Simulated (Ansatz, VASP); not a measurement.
# Two plane-wave programs on As

INCAR

```
ALGO = Normal
DIPOL = 0.5 0.5 0.371
EDIFF = 1E-6
ENCUT = 520
GGA = PE
IDIPOL = 3
ISIF = 2
ISMEAR = 0
IVDW = 12
LASPH = True
LCHARG = False
LDIPOL = True
LREAL = False
LWAVE = False
NBANDS = 18
NELM = 80
PREC = Accurate
SIGMA = 0.05
```

File KPOINTS:

```
k-points
0
Gamma
  9 9 1
```

POSCAR

```
As
1.0
    3.5716242768      0.0000000000      0.0000000000
   -1.7858121384      3.0931173565      0.0000000000
    0.0000000000      0.0000000000     20.2951239260
As
4
Direct
    0.3333333333      0.6666666667      0.2217281361
    0.6666666667      0.3333333333      0.2905900937
    1.3333333333      0.6666666667      0.4517125392
    1.6666666667      0.3333333333      0.5205744968
```

Input for Ansatz:

```yaml
crystal:
  lattice:
    - [3.5716243461, 0.0, 0.0]
    - [-1.7858121731, 3.0931174165, 0.0]
    - [0.0, 0.0, 20.295123953]
  atoms:
    - { symbol: As, position: [0.3333333333, 0.6666666667, 0.2217281358] }
    - { symbol: As, position: [0.6666666667, 0.3333333333, 0.290590094] }
    - { symbol: As, position: [1.3333333333, 0.6666666667, 0.4517125393] }
    - { symbol: As, position: [1.6666666667, 0.3333333333, 0.5205744975] }
basis:
  ecutwfc: 420
kpoints:
  mp_grid: { grid: [9, 9, 1] }
hamiltonian:
  xc: pbe
  dispersion: d3bj
scf:
  occupations: { method: gaussian, width: 0.05 }
output:
  forces: true
  eigenvalues: true
efield:
  axis: 3
  dipole_correction: true
  ramp_width: 0.04
```

Alike in both runs: task single point; functional PBE; dispersion D3(BJ); k mesh 9 × 9 × 1; occupations gaussian, width 0.05 eV; no spin polarisation.

```csv
,VASP,Ansatz
version,VASP 6.6.1,Ansatz 0.2.0
potentials or method,"VASP PAW PBE potentials, release 64 (As), cutoff 520 eV","scalar-relativistic, plane waves, PAW"
valence electrons in the cell,20,60
```

```csv
,VASP,Ansatz,Ansatz less VASP
gap on the k mesh at the Fermi level (eV),0.98,1.00,+0.023
least direct gap on the mesh (eV),1.69,1.72,+0.025
rms of the force components (eV/Å),0.065,0.024,-0.0407
```

Atom by atom the forces differ by 0.053 eV/Å (rms over components). VASP's potentials hold 20 valence electrons a cell and Ansatz's 60, so a difference there can come from the potentials and not from the codes.
